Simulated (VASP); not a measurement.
# ScAl4N (Amm2) in VASP: further runs

Runs on ScAl4N. Level: PBE. Tasks: single point.

Program: VASP 6.6.1. These are calculated values, not measurements. Logs are shortened: lines on timing, memory, paths and dates and some standing lists are left out, and cuts for length are marked.

## Step 1: The cell of the first run

Symmetry: Amm2, No. 38, orthorhombic system. The conventional cell has a = 4.146 Å, b = 5.195 Å, c = 8.929 Å, α = 90.00°, β = 90.00°, γ = 90.00°. Within 3.4 Å of Sc (site symmetry mm2) lie 9 Al at 2.55 to 3.00 Å and 3 N at 2.98 to 2.99 Å. Al (site symmetry mm2) has 6 Al at 2.55 to 2.56 Å and 3 Sc at 2.97 to 3.00 Å and 3 N at 2.98 to 2.99 Å within 3.4 Å. Al (site symmetry mm2) has 6 Al at 2.55 to 2.59 Å and 2 Sc at 2.55 Å and 4 N at 3.32 Å within 3.4 Å. Al (site symmetry m) has 6 Al at 2.56 to 2.60 Å and 2 Sc at 2.56 Å and 4 N at 3.31 Å within 3.4 Å. Within 3.9 Å of N (site symmetry mm2) lie 15 Al at 2.98 to 3.32 Å and 3 Sc at 2.98 to 2.99 Å.

## Step 2: Single point, PBE

Contents of INCAR:

```
PREC     = Accurate       # precision mode
ENCUT    = 520            # plane-wave cutoff, eV
EDIFF    = 1E-7           # SCF threshold, eV
ISMEAR   = 0              # smearing method
SIGMA    = 0.1            # smearing width, eV
LREAL    = F              # projectors in reciprocal space
LASPH    = T              # aspherical terms in the spheres
NELM     = 100            # most SCF steps
ALGO     = Normal         # electronic algorithm
ISIF     = 2              # what is computed and relaxed
LWAVE    = F              # write WAVECAR
LCHARG   = F              # write CHGCAR
GGA      = PE             # functional
NBANDS   = 23             # bands
```

Contents of KPOINTS:

```
regular mesh
0
Gamma
  4 4 4
```

Contents of POSCAR:

```
ScAl4N
1.0
    4.1460105700      0.0000000000      0.0000000000
    0.0000000000      2.5976055600      4.4644289900
    0.0000000000     -2.5976055600      4.4644289900
Sc Al N
1 4 1
Direct
    0.0000000000      0.6665604700      0.6665604700
    0.0000000000      0.3335365100      0.3335365100
    0.5000000000      0.4998995100      0.4998995100
    0.5000000000      0.0005530000      0.4998610000
    0.5000000000      0.4998610000      0.0005530000
    0.0000000000      0.0002190000      0.0002190000
```

Potentials or basis: VASP PAW PBE potentials, release 64 (Sc_sv, Al, N).

On the command line:

```bash
cat potpaw_PBE.64/Sc_sv/POTCAR potpaw_PBE.64/Al/POTCAR potpaw_PBE.64/N/POTCAR > POTCAR
mpirun -np 1 vasp_std > vasp.out
```

OUTCAR:

```text
PREC = Accurate
   ENCUT = 520
   EDIFF = 1E-7
   ISMEAR = 0
   LREAL = F
   LASPH = T
   NELM = 100
   ISIF = 2
   GGA = PE

 ion  position               nearest neighbor table
   1  0.000  0.667  0.667-   3 2.55   3 2.55   5 2.56   4 2.56   4 2.56   5 2.56   2 2.97   2 3.00
                             2 3.00
   2  0.000  0.334  0.334-   3 2.55   3 2.55   5 2.56   4 2.56   4 2.56   5 2.56   1 2.97   1 3.00
                             1 3.00
   3  0.500  0.500  0.500-   2 2.55   2 2.55   1 2.55   1 2.55   4 2.58   5 2.58   4 2.59   5 2.59

   4  0.500  0.001  0.500-   2 2.56   2 2.56   1 2.56   1 2.56   3 2.58   3 2.59   5 2.59   5 2.60

   5  0.500  0.500  0.001-   2 2.56   2 2.56   1 2.56   1 2.56   3 2.58   3 2.59   4 2.59   4 2.60

   6  0.000  0.000  0.000-

  LATTYP: Found a base centered orthorhombic cell.
 ALAT       =     5.1952111200
 B/A-ratio  =     1.7186708632
 C/A-ratio  =     0.7980446750

  Lattice vectors:

 A1 = (   0.0000000000,   2.5976055600,  -4.4644289900)
 A2 = (   0.0000000000,   2.5976055600,   4.4644289900)
 A3 = (   4.1460105700,   0.0000000000,   0.0000000000)

Analysis of symmetry for initial positions (statically):
=====================================================================
 Subroutine PRICEL returns:
 Original cell was already a primitive cell.

 Routine SETGRP: Setting up the symmetry group for a
 base centered orthorhombic supercell.

 Subroutine GETGRP returns: Found  4 space group operations
 (whereof  4 operations were pure point group operations)
 out of a pool of  8 trial point group operations.

The static configuration has the point symmetry C_2v.

Analysis of symmetry for dynamics (positions and initial velocities):
=====================================================================
 Subroutine PRICEL returns:
 Original cell was already a primitive cell.

 Routine SETGRP: Setting up the symmetry group for a
 base centered orthorhombic supercell.

 Subroutine GETGRP returns: Found  4 space group operations
 (whereof  4 operations were pure point group operations)
 out of a pool of  8 trial point group operations.

The dynamic configuration has the point symmetry C_2v.

 Subroutine INISYM returns: Found  4 space group operations
 (whereof  4 operations are pure point group operations),
 and found     1 'primitive' translations

----------------------------------------------------------------------------------------

                                     Primitive cell

  volume of cell :      96.1611

  direct lattice vectors                    reciprocal lattice vectors
     4.146010570  0.000000000  0.000000000     0.241195719  0.000000000  0.000000000
     0.000000000  2.597605560  4.464428990     0.000000000  0.192484959  0.111996406
     0.000000000 -2.597605560  4.464428990     0.000000000 -0.192484959  0.111996406

  length of vectors
     4.146010570  5.165140932  5.165140932     0.241195719  0.222696328  0.222696328

  position of ions in fractional coordinates (direct lattice)
     0.000000000  0.666560470  0.666560470
     0.000000000  0.333536510  0.333536510
     0.500000000  0.499899510  0.499899510
     0.500000000  0.000553000  0.499861000
     0.500000000  0.499861000  0.000553000
     0.000000000  0.000219000  0.000219000

  ion indices of the primitive-cell ions
   primitive index   ion index
                 1           1
                 2           2
                 3           3
                 4           4
                 5           5
                 6           6

----------------------------------------------------------------------------------------

 KPOINTS: regular mesh

Automatic generation of k-mesh.
 Grid dimensions read from file:
 generate k-points for:    4    4    4

 Generating k-lattice:

  Cartesian coordinates                     Fractional coordinates (reciprocal lattice)
     0.060298930  0.000000000  0.000000000     0.250000000  0.000000000  0.000000000
     0.000000000  0.048121240  0.027999101     0.000000000  0.250000000  0.000000000
     0.000000000 -0.048121240  0.027999101     0.000000000  0.000000000  0.250000000

  Length of vectors
     0.060298930  0.055674082  0.055674082

  Shift w.r.t. Gamma in fractional coordinates (k-lattice)
     0.000000000  0.000000000  0.000000000

 Subroutine IBZKPT returns following result:
 ===========================================

 Found     21 irreducible k-points:

 Following reciprocal coordinates:
            Coordinates               Weight
  0.000000  0.000000  0.000000      1.000000
  0.250000  0.000000  0.000000      2.000000
  0.500000  0.000000  0.000000      1.000000
  0.000000  0.250000  0.000000      4.000000
  0.250000  0.250000  0.000000      8.000000
  0.500000  0.250000  0.000000      4.000000
[... 13 lines left out ...]
  0.250000  0.500000  0.500000      2.000000
  0.500000  0.500000  0.500000      1.000000
   k-points           NKPTS =     21   k-points in BZ     NKDIM =     21   number of bands    NBANDS=     23
   number of dos      NEDOS =    301   number of ions     NIONS =      6
   total plane-waves  NPLWV =  51200
   dimension x,y,z NGX =    32 NGY =   40 NGZ =   40
   dimension x,y,z NGXF=    64 NGYF=   80 NGZF=   80
   ions per type =               1   4   1
   NGX,Y,Z   is equivalent  to a cutoff of  12.83, 12.87, 12.87 a.u.
   NGXF,Y,Z  is equivalent  to a cutoff of  25.66, 25.75, 25.75 a.u.
 SYSTEM =  unknown system
   PREC   = accura    normal or accurate (medium, high low for compatibility)
   ISTART =      0    job   : 0-new  1-cont  2-samecut
   ICHARG =      2    charge: 1-file 2-atom 10-const
   ISPIN  =      1    spin polarized calculation?
   LNONCOLLINEAR =      F non collinear calculations
   LSORBIT =      F    spin-orbit coupling
   LASPH  =      T    aspherical Exc in radial PAW
   ENCUT  =  520.0 eV  38.22 Ry    6.18 a.u.   7.71  9.60  9.60*2*pi/ulx,y,z
   NELM   =    100;   NELMIN=  2; NELMDL= -5     # of ELM steps
   EDIFF  = 0.1E-06   stopping-criterion for ELM
   LREAL  =      F    real-space projection
   EDIFFG = 0.1E-05   stopping-criterion for IOM
   NSW    =      0    number of steps for IOM
   IBRION =     -1    ionic relax: 0-MD 1-quasi-New 2-CG
   NFREE  =      0    steps in history (QN), initial steepest desc. (CG)
   ISIF   =      2    stress and relaxation
   ISYM   =      2    0-nonsym 1-usesym 2-fastsym
   POTIM  = 0.5000    time-step for ionic-motion
   TEBEG  =    0.0;   TEEND  =   0.0 temperature during run
   PSTRESS=    0.0 pullay stress
   NELECT =      28.0000    total number of electrons
   NUPDOWN=      -1.0000    fix difference up-down
   EMIN   =  10.00;   EMAX   =-10.00  energy-range for DOS
   EFERMI =   0.00;   METHOD = LEGACY
   ISMEAR =     0;   SIGMA  =   0.10  broadening in eV -4-tet -1-fermi 0-gaus
   EFERMI_NEDOS =   21; number of points for ismear=-14 and -15
   IALGO  =     38    algorithm
   IMIX   =      4    mixing-type and parameters
     AMIX     =   0.40;   BMIX     =  1.00
     AMIX_MAG =   1.60;   BMIX_MAG =  1.00
  volume/ion in A,a.u.               =      16.03       108.15
  Fermi-wavevector in a.u.,A,eV,Ry     =   1.085078  2.050500 16.019425  1.177394
  Thomas-Fermi vector in A             =   2.221183
   LORBIT       =      0    0 simple, 1 ext, 2 COOP (PROOUT), +10 PAW based schemes
   GGA     = PE    functional components
   LHFCALC =     F    Hartree Fock is set to
   AEXX    =    0.0000 exact exchange contribution
   IVDW    =     0    specifies the selected vdW correction
   LEPSILON=     F    determine dielectric tensor
   LRPA    =     F    only Hartree local field effects (RPA)
 non-spin polarized calculation
 Gauss-broadening in eV      SIGMA  =   0.10
  energy-cutoff  :      520.00
  volume of cell :       96.16
 maximum number of plane-waves:      2619
 NGX is ok and might be reduce to    32
   NGX = 15   NGY = 19   NGZ = 19

 number of electron      27.9999997 magnetization

 Free energy of the ion-electron system (eV)
  ---------------------------------------------------
  ext. energy  EPLUGINS =         0.00000000
  ---------------------------------------------------
  free energy    TOTEN  =       -23.30407822 eV

  energy without entropy =      -23.28436316  energy(sigma->0) =      -23.29422069

 E-fermi :   6.0232     XC(G=0): -10.2024

 val. band max:        6.0198947070   @ k =   0.0000   0.2500   0.0000
 cond. band min:       6.0482281428   @ k =   0.0000   0.2500   0.2500
 fundamental gap:      0.0283334359
 Fermi energy:         6.0232239822

 k-point     1 :       0.0000    0.0000    0.0000
  band No.  band energies     occupation
      1     -42.4895      2.00000
      2     -21.4368      2.00000
      3     -21.1815      2.00000
      4     -21.1799      2.00000
      5      -6.3859      2.00000
      6      -3.1729      2.00000
[... 15 lines left out ...]
     22      10.6755      0.00000
     23      11.2352      0.00000

 k-point     2 :       0.2500    0.0000    0.0000
  band No.  band energies     occupation
      1     -42.4888      2.00000
      2     -21.4581      2.00000
      3     -21.1795      2.00000
      4     -21.1779      2.00000
      5      -6.2508      2.00000
      6      -2.9043      2.00000
[... 15 lines left out ...]
     22      10.0198      0.00000
     23      11.3356      0.00000

 k-point     3 :       0.5000    0.0000    0.0000
  band No.  band energies     occupation
      1     -42.4880      2.00000
      2     -21.4792      2.00000
      3     -21.1775      2.00000
      4     -21.1759      2.00000
      5      -6.1109      2.00000
      6      -2.5005      2.00000
[... 15 lines left out ...]
     22      11.3347      0.00000
     23      11.3732      0.00000
[... 417 lines left out ...]
 k-point    20 :       0.2500    0.5000    0.5000
  band No.  band energies     occupation
      1     -42.4887      2.00000
      2     -21.4576      2.00000
      3     -21.1813      2.00000
      4     -21.1802      2.00000
      5      -6.0691      2.00000
      6      -2.5031      2.00000
[... 15 lines left out ...]
     22      10.6123      0.00000
     23      11.0893      0.00000

 k-point    21 :       0.5000    0.5000    0.5000
  band No.  band energies     occupation
      1     -42.4880      2.00000
      2     -21.4786      2.00000
      3     -21.1791      2.00000
      4     -21.1782      2.00000
      5      -6.0034      2.00000
      6      -1.6431      2.00000
[... 15 lines left out ...]
     22      10.6493      0.00000
     23      10.9909      0.00000

------------------------ aborting loop because EDIFF is reached ----------------------------------------

  FORCE on cell =-STRESS in cart. coord.  units (eV):
  Direction    XX          YY          ZZ          XY          YZ          ZX
  --------------------------------------------------------------------------------------
  -------------------------------------------------------------------------------------
  Total       16.0237373      6.5341617      6.7376736      0.0000000      0.0000000      0.0000000
  in kB      266.9776295    108.8681724    112.2589627      0.0000000      0.0000000      0.0000000
  external PRESSURE =     162.7015882 kB  Pullay stress =       0.0000000 kB

 VOLUME and BASIS-vectors are now :
 -----------------------------------------------------------------------------
  energy-cutoff  :      520.00
  volume of cell :       96.16
      direct lattice vectors                 reciprocal lattice vectors
     4.146010570  0.000000000  0.000000000     0.241195719  0.000000000  0.000000000
     0.000000000  2.597605560  4.464428990     0.000000000  0.192484959  0.111996406
     0.000000000 -2.597605560  4.464428990     0.000000000 -0.192484959  0.111996406

 POSITION                                       TOTAL-FORCE (eV/Angst)
 -----------------------------------------------------------------------------------
      0.00000      0.00000      5.95162         0.000000     -0.000000      0.100605
      0.00000      0.00000      2.97810         0.000000     -0.000000     -0.059727
      2.07301      0.00000      4.46353         0.000000     -0.000000     -0.915398
      2.07301     -1.29701      2.23406         0.000000      0.781973      0.435759
      2.07301      1.29701      2.23406         0.000000     -0.781973      0.435759
      0.00000      0.00000      0.00196         0.000000     -0.000000      0.003002
 -----------------------------------------------------------------------------------
    total drift:                                0.000000      0.000000     -0.000005

  FREE ENERGIE OF THE ION-ELECTRON SYSTEM (eV)
  ---------------------------------------------------
  free  energy   TOTEN  =       -23.3040782153 eV

  energy  without entropy=      -23.2843631588  energy(sigma->0) =      -23.29422069
```

It took 46 s on 1 thread of Intel Xeon Platinum 8259CL at 2.50GHz (Skylake/Cascade Lake), shared host; peak memory 0.23 GiB.

What came out:

| Quantity | Value |
| --- | --- |
| Free energy | -23.3041 eV |
| Pressure | 16.3 GPa |
| Largest force | 0.915 eV/Å |
| Band gap on the k mesh | zero (band 14 reaches 6.53 eV, above the bottom of band 15 at 5.49 eV) |

Forces in eV/Å, atoms in the order of the input:
```
Sc   0.000  0.000  0.101
Al   0.000  0.000 -0.060
Al   0.000  0.000 -0.915
Al   0.000  0.782  0.436
Al   0.000 -0.782  0.436
N    0.000  0.000  0.003
```

Levels at points of the mesh, in eV from the Fermi level:
```
           k point  band 12  band 13  band 14  band 15  band 16  band 17
(0.00, 0.00, 0.00)    -2.21     0.03     0.27     0.40     0.42     1.47
(0.50, 0.00, 0.00)    -2.33    -0.94    -0.62    -0.54    -0.34    -0.30
(0.00, 0.50, 0.00)    -0.78    -0.54     0.18     0.20     1.45     1.48
(0.50, 0.50, 0.00)    -2.46     0.11     0.16     0.30     1.33     1.84
(0.00, 0.50, 0.50)    -0.78    -0.51     0.16     0.20     1.43     1.46
(0.50, 0.50, 0.50)    -2.49     0.16     0.16     0.32     1.36     1.89
```

Caveat: the k points lie up to 0.38 Å⁻¹ apart.

## Step 3: Single point, PBE, collinear spin, ferromagnetic start

Contents of INCAR:

```
PREC = Accurate
ENCUT = 520
EDIFF = 1E-6
ISMEAR = 0
SIGMA = 0.1
LREAL = F
LASPH = T
NELM = 150
ALGO = Normal
ISIF = 2
LWAVE = F
LCHARG = T
ISPIN = 2
MAGMOM = 0 0 0 0 0 1
LORBIT = 11
LMAXMIX = 4
GGA = PE
LELF = T
LVHAR = T
NBANDS = 27
```

KPOINTS is that of step 2.

POSCAR is that of step 2.

Potentials or basis: VASP PAW PBE potentials, release 64 (Sc_sv, Al, N).

On the command line:

```bash
cat potpaw_PBE.64/Sc_sv/POTCAR potpaw_PBE.64/Al/POTCAR potpaw_PBE.64/N/POTCAR > POTCAR
mpirun -np 1 vasp_std > vasp.out
```

OUTCAR:

```text
PREC = Accurate
   ENCUT = 520
   EDIFF = 1E-6
   ISMEAR = 0
   LREAL = F
   LASPH = T
   NELM = 150
   ISIF = 2
   ISPIN = 2
   LORBIT = 11
   GGA = PE

 ion  position               nearest neighbor table
   1  0.000  0.667  0.667-   3 2.55   3 2.55   5 2.56   4 2.56   4 2.56   5 2.56   2 2.97   2 3.00
                             2 3.00
   2  0.000  0.334  0.334-   3 2.55   3 2.55   5 2.56   4 2.56   4 2.56   5 2.56   1 2.97   1 3.00
                             1 3.00
   3  0.500  0.500  0.500-   2 2.55   2 2.55   1 2.55   1 2.55   4 2.58   5 2.58   4 2.59   5 2.59

   4  0.500  0.001  0.500-   2 2.56   2 2.56   1 2.56   1 2.56   3 2.58   3 2.59   5 2.59   5 2.60

   5  0.500  0.500  0.001-   2 2.56   2 2.56   1 2.56   1 2.56   3 2.58   3 2.59   4 2.59   4 2.60

   6  0.000  0.000  0.000-
[... 1457 lines left out ...]
      0.00000      0.00000      5.95162         0.000000      0.000000      0.100608
      0.00000      0.00000      2.97810         0.000000      0.000000     -0.059729
      2.07301      0.00000      4.46353         0.000000      0.000000     -0.915409
      2.07301     -1.29701      2.23406         0.000000      0.781985      0.435766
      2.07301      1.29701      2.23406         0.000000     -0.781985      0.435766
      0.00000      0.00000      0.00196         0.000000      0.000000      0.002998
 -----------------------------------------------------------------------------------
    total drift:                               -0.000000      0.000000     -0.000009

  FREE ENERGIE OF THE ION-ELECTRON SYSTEM (eV)
  ---------------------------------------------------
  free  energy   TOTEN  =       -23.3040780694 eV

  energy  without entropy=      -23.2843637756  energy(sigma->0) =      -23.29422092

 total charge

# of ion       s       p       d       tot
------------------------------------------
    1        2.246   6.185   1.409   9.840
    2        0.412   0.432   0.000   0.843
    3        0.495   0.413   0.000   0.907
    4        0.494   0.408   0.000   0.903
    5        0.494   0.408   0.000   0.903
    6        1.351   1.970   0.000   3.322
--------------------------------------------------
tot          5.493   9.815   1.409  16.718

 magnetization (x)

# of ion       s       p       d       tot
------------------------------------------
    1       -0.000  -0.000  -0.000  -0.000
    2        0.000   0.000   0.000   0.000
    3       -0.000  -0.000   0.000  -0.000
    4       -0.000  -0.000   0.000  -0.000
    5       -0.000  -0.000   0.000  -0.000
    6        0.000   0.000   0.000   0.000
--------------------------------------------------
tot         -0.000   0.000  -0.000   0.000
```

Run time: 1.8 min. Hardware: 1 thread of Intel Xeon Platinum 8259CL at 2.50GHz (Skylake/Cascade Lake), shared host; peak memory 0.3 GiB.

Results:

- Free energy: -23.3041 eV
- Pressure: 16.3 GPa
- Largest force: 0.915 eV/Å
- Band gap on the k mesh: zero (filled and empty bands overlap)
- Net moment: 0.00 μB per cell
- Valence electrons inside the program's atomic spheres: Sc 9.84; Al 0.84, 0.91, 0.90; N 3.32

Forces in eV/Å, atoms in the order of the input:
```
Sc   0.000  0.000  0.101
Al   0.000  0.000 -0.060
Al   0.000  0.000 -0.915
Al   0.000  0.782  0.436
Al   0.000 -0.782  0.436
N    0.000  0.000  0.003
```

Levels at points of the mesh, in eV from the Fermi level:
Spin up:
```csv
k point,band 11,band 12,band 13,band 14,band 15,band 16,band 17,band 18
"(0.00, 0.00, 0.00)",-2.25,-2.21,0.03,0.27,0.40,0.42,1.47,1.53
"(0.50, 0.00, 0.00)",-2.33,-2.33,-0.94,-0.62,-0.54,-0.34,-0.30,0.46
"(0.00, 0.50, 0.00)",-1.45,-0.78,-0.54,0.18,0.20,1.45,1.48,1.70
"(0.50, 0.50, 0.00)",-2.80,-2.46,0.11,0.16,0.30,1.34,1.84,1.94
"(0.00, 0.50, 0.50)",-1.45,-0.78,-0.51,0.16,0.20,1.43,1.46,1.73
"(0.50, 0.50, 0.50)",-2.83,-2.49,0.16,0.16,0.32,1.36,1.89,1.92
```
Spin down:
```
           k point  band 10  band 11  band 12  band 13  band 14  band 15  band 16  band 17  band 18  band 19
(0.00, 0.00, 0.00)    -2.49    -2.25    -2.21     0.03     0.27     0.40     0.42     1.47     1.53     2.79
(0.50, 0.00, 0.00)    -2.41    -2.33    -2.33    -0.94    -0.62    -0.54    -0.34    -0.30     0.46     3.87
(0.00, 0.50, 0.00)    -2.18    -1.45    -0.78    -0.54     0.18     0.20     1.45     1.48     1.70     2.59
(0.50, 0.50, 0.00)    -2.97    -2.80    -2.46     0.11     0.16     0.30     1.33     1.84     1.94     2.38
(0.00, 0.50, 0.50)    -2.17    -1.45    -0.78    -0.51     0.16     0.20     1.43     1.46     1.73     2.60
(0.50, 0.50, 0.50)    -2.99    -2.83    -2.49     0.16     0.16     0.32     1.36     1.89     1.92     2.42
```

Caveat: the k points lie up to 0.38 Å⁻¹ apart.
